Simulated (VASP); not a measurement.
Input of a VASP 6.6.1 run:

INCAR

```
SYSTEM = NaLi5
  PREC = Accurate
  ENCUT = 520
  EDIFF = 1E-6
  ISMEAR = 0
  SIGMA = 0.1
  LREAL = .False.
  LASPH = .True.
  NELM = 80
  ALGO = Fast
  ISIF = 2
  LWAVE = .False.
  LCHARG = .False.
  GGA = PE
  NBANDS = 20
```

The input KPOINTS:

```
regular mesh
0
Gamma
  8 8 8
  0 0 0
```

POSCAR

```
NaLi5
1.0
    4.8695907944      0.0000000000      0.0000000000
    0.0000000000      5.9588873918      2.4451605979
    0.0000000000     -5.9588873918      2.4451605979
Na Li
1 5
Direct
    0.0000000000      0.0833590875      0.0833590875
    0.0000000000      0.4104066031      0.7563122102
    0.0000000000      0.7563122102      0.4104066031
    0.5000000000      0.5832815343      0.5832815343
    0.5000000000      0.2610547217      0.9054323756
    0.5000000000      0.9054323756      0.2610547217
```

Potentials or basis: VASP PAW PBE potentials, release 64 (Na_pv, Li_sv).

Launch:

```sh
$ cat potpaw_PBE.64/Na_pv/POTCAR potpaw_PBE.64/Li_sv/POTCAR > POTCAR
$ mpirun -np 1 vasp_std > vasp.out
```

Problem. Estimate the band gap on the k mesh.

Solution. Zero (bands 11 and 12 overlap by 2.17 eV).
